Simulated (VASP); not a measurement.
# MoS2 (P6_3/mmc) in VASP: single point with PBE

Aim: the single point of MoS2 with PBE.

Program: VASP 6.6.1. These are calculated values, not measurements. Logs are shortened: lines on timing, memory, paths and dates and some standing lists are left out, and cuts for length are marked.

### 1 The cell of the first run

It takes space group P6_3/mmc (No. 194, hexagonal). Conventional cell: a = 3.169 Å, b = 3.169 Å, c = 12.324 Å, α = 90.00°, β = 90.00°, γ = 120.00°. Mo (site symmetry -6m2) has 6 S at 2.41 Å and 6 Mo at 3.17 Å within 3.2 Å. S (site symmetry 3m) has 3 Mo at 2.41 Å and 7 S at 3.13 to 3.17 Å within 3.2 Å.

### 2 Single point, PBE

INCAR reads:

```
SYSTEM = MoS2
ALGO     = Normal         ! electronic algorithm
EDIFF    = 1E-6           ! SCF threshold, eV
ENCUT    = 500            ! plane-wave cutoff, eV
GGA      = PE             ! functional
GGA_COMPAT= .False.      
ISIF     = 2              ! what is computed and relaxed
ISMEAR   = -1             ! smearing method
LASPH    = .True.         ! aspherical terms in the spheres
LCHARG   = .False.        ! write CHGCAR
LREAL    = .False.        ! projectors in reciprocal space
LWAVE    = .False.        ! write WAVECAR
NBANDS   = 35             ! bands
NELM     = 120            ! most SCF steps
PREC     = Accurate       ! precision mode
SIGMA    = 0.15           ! smearing width, eV
```

KPOINTS reads:

```
k-points
0
Gamma
  9 9 2
  0 0 0
```

POSCAR reads:

```
MoS2
1.0
    3.1690000000      0.0000000000      0.0000000000
   -1.5845000000      2.7444345046      0.0000000000
    0.0000000000      0.0000000000     12.3240000000
Mo S
2 4
Direct
    0.3333333333      0.6666666667      0.2500000000
    0.6666666667      0.3333333333      0.7500000000
    0.3333333333      0.6666666667      0.6230000000
    0.3333333333      0.6666666667      0.8770000000
    0.6666666667      0.3333333333      0.1230000000
    0.6666666667      0.3333333333      0.3770000000
```

Potentials or basis: VASP PAW PBE potentials, release 64 (Mo_sv, S).

On the command line:

```sh
cat potpaw_PBE.64/Mo_sv/POTCAR potpaw_PBE.64/S/POTCAR > POTCAR
mpirun -np 1 vasp_std > vasp.out
```

OUTCAR:

```text
SYSTEM = MoS2
   EDIFF = 1E-6
   ENCUT = 500
   GGA = PE
   ISIF = 2
   ISMEAR = -1
   LASPH = .True.
   LREAL = .False.
   NELM = 120
   PREC = Accurate

 ion  position               nearest neighbor table
   1  0.333  0.667  0.250-   5 2.41   6 2.41   5 2.41   6 2.41   5 2.41   6 2.41
   2  0.667  0.333  0.750-   3 2.41   4 2.41   3 2.41   4 2.41   3 2.41   4 2.41
   3  0.333  0.667  0.623-   2 2.41   2 2.41   2 2.41
   4  0.333  0.667  0.877-   2 2.41   2 2.41   2 2.41
   5  0.667  0.333  0.123-   1 2.41   1 2.41   1 2.41
   6  0.667  0.333  0.377-   1 2.41   1 2.41   1 2.41

  LATTYP: Found a hexagonal cell.
 ALAT       =     3.1690000000
 C/A-ratio  =     3.8889239508

  Lattice vectors:

 A1 = (   3.1690000000,   0.0000000000,   0.0000000000)
 A2 = (  -1.5845000000,   2.7444345046,   0.0000000000)
 A3 = (   0.0000000000,   0.0000000000,  12.3240000000)

Analysis of symmetry for initial positions (statically):
=====================================================================
 Subroutine PRICEL returns:
 Original cell was already a primitive cell.

 Routine SETGRP: Setting up the symmetry group for a
 hexagonal supercell.

 Subroutine GETGRP returns: Found 24 space group operations
 (whereof 12 operations were pure point group operations)
 out of a pool of 24 trial point group operations.

The static configuration has the point symmetry D_3d.
 The point group associated with its full space group is D_6h.

Analysis of symmetry for dynamics (positions and initial velocities):
=====================================================================
 Subroutine PRICEL returns:
 Original cell was already a primitive cell.

 Routine SETGRP: Setting up the symmetry group for a
 hexagonal supercell.

 Subroutine GETGRP returns: Found 24 space group operations
 (whereof 12 operations were pure point group operations)
 out of a pool of 24 trial point group operations.

The dynamic configuration has the point symmetry D_3d.
 The point group associated with its full space group is D_6h.

 Subroutine INISYM returns: Found 24 space group operations
 (whereof 12 operations are pure point group operations),
 and found     1 'primitive' translations

----------------------------------------------------------------------------------------

                                     Primitive cell

  volume of cell :     107.1832

  direct lattice vectors                    reciprocal lattice vectors
     3.169000000  0.000000000  0.000000000     0.315556958  0.182186895  0.000000000
    -1.584500000  2.744434505  0.000000000     0.000000000  0.364373789  0.000000000
     0.000000000  0.000000000 12.324000000     0.000000000  0.000000000  0.081142486

  length of vectors
     3.169000000  3.169000000 12.324000000     0.364373789  0.364373789  0.081142486

  position of ions in fractional coordinates (direct lattice)
     0.333333333  0.666666667  0.250000000
     0.666666667  0.333333333  0.750000000
     0.333333333  0.666666667  0.623000000
     0.333333333  0.666666667  0.877000000
     0.666666667  0.333333333  0.123000000
     0.666666667  0.333333333  0.377000000

  ion indices of the primitive-cell ions
   primitive index   ion index
                 1           1
                 2           2
                 3           3
                 4           4
                 5           5
                 6           6

----------------------------------------------------------------------------------------

 KPOINTS: k-points

Automatic generation of k-mesh.
 Grid dimensions read from file:
 generate k-points for:    9    9    2

 Generating k-lattice:

  Cartesian coordinates                     Fractional coordinates (reciprocal lattice)
     0.035061884  0.020242988  0.000000000     0.111111111  0.000000000  0.000000000
     0.000000000  0.040485977  0.000000000     0.000000000  0.111111111  0.000000000
     0.000000000  0.000000000  0.040571243     0.000000000  0.000000000  0.500000000

  Length of vectors
     0.040485977  0.040485977  0.040571243

  Shift w.r.t. Gamma in fractional coordinates (k-lattice)
     0.000000000  0.000000000  0.000000000

 Subroutine IBZKPT returns following result:
 ===========================================

 Found     24 irreducible k-points:

 Following reciprocal coordinates:
            Coordinates               Weight
  0.000000  0.000000  0.000000      1.000000
  0.111111  0.000000  0.000000      6.000000
  0.222222  0.000000  0.000000      6.000000
  0.333333  0.000000  0.000000      6.000000
  0.444444  0.000000  0.000000      6.000000
  0.111111  0.111111  0.000000      6.000000
[... 16 lines left out ...]
  0.333333  0.222222  0.500000     12.000000
  0.333333  0.333333  0.500000      2.000000
   k-points           NKPTS =     24   k-points in BZ     NKDIM =     24   number of bands    NBANDS=     35
   number of dos      NEDOS =    301   number of ions     NIONS =      6
   total plane-waves  NPLWV =  51840
   dimension x,y,z NGX =    24 NGY =   24 NGZ =   90
   dimension x,y,z NGXF=    48 NGYF=   48 NGZF=  180
   ions per type =               2   4
   NGX,Y,Z   is equivalent  to a cutoff of  12.59, 12.59, 12.14 a.u.
   NGXF,Y,Z  is equivalent  to a cutoff of  25.18, 25.18, 24.28 a.u.
 SYSTEM =  MoS2
   PREC   = accura    normal or accurate (medium, high low for compatibility)
   ISTART =      0    job   : 0-new  1-cont  2-samecut
   ICHARG =      2    charge: 1-file 2-atom 10-const
   ISPIN  =      1    spin polarized calculation?
   LNONCOLLINEAR =      F non collinear calculations
   LSORBIT =      F    spin-orbit coupling
   LASPH  =      T    aspherical Exc in radial PAW
   ENCUT  =  500.0 eV  36.75 Ry    6.06 a.u.   5.78  5.78 22.47*2*pi/ulx,y,z
   NELM   =    120;   NELMIN=  2; NELMDL= -5     # of ELM steps
   EDIFF  = 0.1E-05   stopping-criterion for ELM
   LREAL  =      F    real-space projection
   EDIFFG = 0.1E-04   stopping-criterion for IOM
   NSW    =      0    number of steps for IOM
   IBRION =     -1    ionic relax: 0-MD 1-quasi-New 2-CG
   NFREE  =      0    steps in history (QN), initial steepest desc. (CG)
   ISIF   =      2    stress and relaxation
   ISYM   =      2    0-nonsym 1-usesym 2-fastsym
   POTIM  = 0.5000    time-step for ionic-motion
   TEBEG  =    0.0;   TEEND  =   0.0 temperature during run
   PSTRESS=    0.0 pullay stress
   NELECT =      52.0000    total number of electrons
   NUPDOWN=      -1.0000    fix difference up-down
   EMIN   =  10.00;   EMAX   =-10.00  energy-range for DOS
   EFERMI =   0.00;   METHOD = LEGACY
   ISMEAR =    -1;   SIGMA  =   0.15  broadening in eV -4-tet -1-fermi 0-gaus
   EFERMI_NEDOS =   21; number of points for ismear=-14 and -15
   IALGO  =     38    algorithm
   IMIX   =      4    mixing-type and parameters
     AMIX     =   0.40;   BMIX     =  1.00
     AMIX_MAG =   1.60;   BMIX_MAG =  1.00
  volume/ion in A,a.u.               =      17.86       120.55
  Fermi-wavevector in a.u.,A,eV,Ry     =   1.286373  2.430893 22.514325  1.654756
  Thomas-Fermi vector in A             =   2.418452
   LORBIT       =      0    0 simple, 1 ext, 2 COOP (PROOUT), +10 PAW based schemes
   GGA     = PE    functional components
   LHFCALC =     F    Hartree Fock is set to
   AEXX    =    0.0000 exact exchange contribution
   IVDW    =     0    specifies the selected vdW correction
   LEPSILON=     F    determine dielectric tensor
   LRPA    =     F    only Hartree local field effects (RPA)
 non-spin polarized calculation
  energy-cutoff  :      500.00
  volume of cell :      107.18
 maximum number of plane-waves:      2739
 NGX is ok and might be reduce to    24
   NGX = 11   NGY = 11   NGZ = 45

 number of electron      51.9999989 magnetization

 Free energy of the ion-electron system (eV)
  ---------------------------------------------------
  ext. energy  EPLUGINS =         0.00000000
  ---------------------------------------------------
  free energy    TOTEN  =       -43.61469519 eV

  energy without entropy =      -43.60719061  energy(sigma->0) =      -43.61094290

 E-fermi :   7.7787     XC(G=0): -10.8175

 val. band max:        7.4841438509   @ k =   0.0000   0.0000   0.0000
 cond. band min:       8.4586053577   @ k =   0.2222   0.1111   0.0000
 fundamental gap:      0.9744615068
 Fermi energy:         7.7787117084

 k-point     1 :       0.0000    0.0000    0.0000
  band No.  band energies     occupation
      1     -54.0196      2.00000
      2     -54.0196      2.00000
      3     -28.1692      2.00000
      4     -28.1691      2.00000
      5     -27.9492      2.00000
      6     -27.9492      2.00000
[... 27 lines left out ...]
     34       9.9298      0.00000
     35      13.0548      0.00000

 k-point     2 :       0.1111    0.0000    0.0000
  band No.  band energies     occupation
      1     -54.0150      2.00000
      2     -54.0149      2.00000
      3     -28.1601      2.00000
      4     -28.1600      2.00000
      5     -27.9957      2.00000
      6     -27.9957      2.00000
[... 27 lines left out ...]
     34       9.9545      0.00000
     35      13.8706      0.00000

 k-point     3 :       0.2222    0.0000    0.0000
  band No.  band energies     occupation
      1     -54.0032      2.00000
      2     -54.0032      2.00000
      3     -28.1369      2.00000
      4     -28.1369      2.00000
      5     -28.1118      2.00000
      6     -28.1118      2.00000
[... 27 lines left out ...]
     34      10.5920      0.00000
     35      14.8963      0.00000
[... 723 lines left out ...]
 k-point    23 :       0.3333    0.2222    0.5000
  band No.  band energies     occupation
      1     -53.9773      2.00000
      2     -53.9773      2.00000
      3     -28.2787      2.00000
      4     -28.2787      2.00000
      5     -28.1301      2.00000
      6     -28.1301      2.00000
[... 27 lines left out ...]
     34      11.4905      0.00000
     35      14.0439      0.00000

 k-point    24 :       0.3333    0.3333    0.5000
  band No.  band energies     occupation
      1     -53.9749      2.00000
      2     -53.9749      2.00000
      3     -28.2405      2.00000
      4     -28.2405      2.00000
      5     -28.1966      2.00000
      6     -28.1966      2.00000
[... 27 lines left out ...]
     34      11.6756      0.00000
     35      14.1706      0.00000

------------------------ aborting loop because EDIFF is reached ----------------------------------------

  FORCE on cell =-STRESS in cart. coord.  units (eV):
  Direction    XX          YY          ZZ          XY          YZ          ZX
  --------------------------------------------------------------------------------------
  -------------------------------------------------------------------------------------
  Total        1.1701865      1.1701865      1.3844968     -0.0000000      0.0000000     -0.0000000
  in kB       17.4919758     17.4919758     20.6954917     -0.0000000      0.0000000     -0.0000000
  external PRESSURE =      18.5598144 kB  Pullay stress =       0.0000000 kB

 VOLUME and BASIS-vectors are now :
 -----------------------------------------------------------------------------
  energy-cutoff  :      500.00
  volume of cell :      107.18
      direct lattice vectors                 reciprocal lattice vectors
     3.169000000  0.000000000  0.000000000     0.315556958  0.182186895  0.000000000
    -1.584500000  2.744434505  0.000000000     0.000000000  0.364373789  0.000000000
     0.000000000  0.000000000 12.324000000     0.000000000  0.000000000  0.081142486

 POSITION                                       TOTAL-FORCE (eV/Angst)
 -----------------------------------------------------------------------------------
     -0.00000      1.82962      3.08100         0.000000     -0.000000      0.000000
      1.58450      0.91481      9.24300        -0.000000      0.000000      0.000000
     -0.00000      1.82962      7.67785        -0.000000     -0.000000      0.077973
     -0.00000      1.82962     10.80815        -0.000000     -0.000000     -0.077973
      1.58450      0.91481      1.51585         0.000000      0.000000      0.077973
      1.58450      0.91481      4.64615         0.000000     -0.000000     -0.077973
 -----------------------------------------------------------------------------------
    total drift:                               -0.000000      0.000000     -0.000000

  FREE ENERGIE OF THE ION-ELECTRON SYSTEM (eV)
  ---------------------------------------------------
  free  energy   TOTEN  =       -43.6146951943 eV

  energy  without entropy=      -43.6071906103  energy(sigma->0) =      -43.61094290
```

It took 36 s on 1 thread of Intel Xeon 6975P-C (Granite Rapids), shared host; peak memory 0.24 GiB.

Results:

```
Free energy            : -43.6147 eV
Pressure               : 1.9 GPa
Largest force          : 0.078 eV/Å
Band gap on the k mesh : 0.97 eV (least direct gap 1.66 eV)
```

Forces in eV/Å, atoms in the order of the input:
```
Mo   0.000  0.000  0.000
Mo   0.000  0.000  0.000
S    0.000  0.000  0.078
S    0.000  0.000 -0.078
S    0.000  0.000  0.078
S    0.000  0.000 -0.078
```

Caveat: an odd mesh through Γ misses points on the zone boundary, where band edges can lie; this functional lacks dispersion, which binds the layers, so the pressure and a relaxed spacing across them are unreliable.
